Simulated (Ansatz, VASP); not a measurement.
One calculation of SnO2, two programs

```
CELL_PARAMETERS angstrom
4.47460 0.00000 0.00000
0.00000 4.47460 0.00000
0.00000 0.00000 3.20057
ATOMIC_POSITIONS crystal
Sn 0.00000 0.00000 0.00000
Sn 0.50000 0.50000 0.50000
O 0.30589 0.30589 0.00000
O 0.19411 0.80589 0.50000
O 0.69411 0.69411 0.00000
O 0.80589 0.19411 0.50000
```

Change from the starting cell: strain -0.0600 x Voigt [1, 1, 0, 0, 0, 0], atoms carried along.

Alike in both runs: task single point; functional r2SCAN; k mesh 6 × 6 × 8; occupations gaussian, width 0.05 eV; no spin polarisation.

|  | VASP | Ansatz |
| --- | --- | --- |
| version | VASP 6.6.1 | Ansatz 0.2.0 |
| potentials or method | VASP PAW PBE potentials, release 64 (Sn_d, O), cutoff 520 eV | scalar-relativistic, plane waves, PAW |
| valence electrons in the cell | 52 | 52 |

VASP gave:

```
gap on the k mesh at the Fermi level (eV)                     : 3.23
least direct gap on the mesh (eV)                             : 3.23
pressure (GPa)                                                : 34.7
traceless stress, the component that is largest in VASP (GPa) : -6.81
rms of the force components (eV/Å)                            : 0.093
```

**Question.** What did Ansatz give for the same quantities?

**Answer.** gap on the k mesh at the Fermi level (eV): 3.19; least direct gap on the mesh (eV): 3.19; pressure (GPa): 32.8; traceless stress, the component that is largest in VASP (GPa): -6.93; rms of the force components (eV/Å): 0.087.

VASP's potentials were made for PBE, not for r2SCAN. Atom by atom the forces differ by 0.005 eV/Å (rms over components). Both programs put the cell under a high pressure, so it lies far from rest at this level.
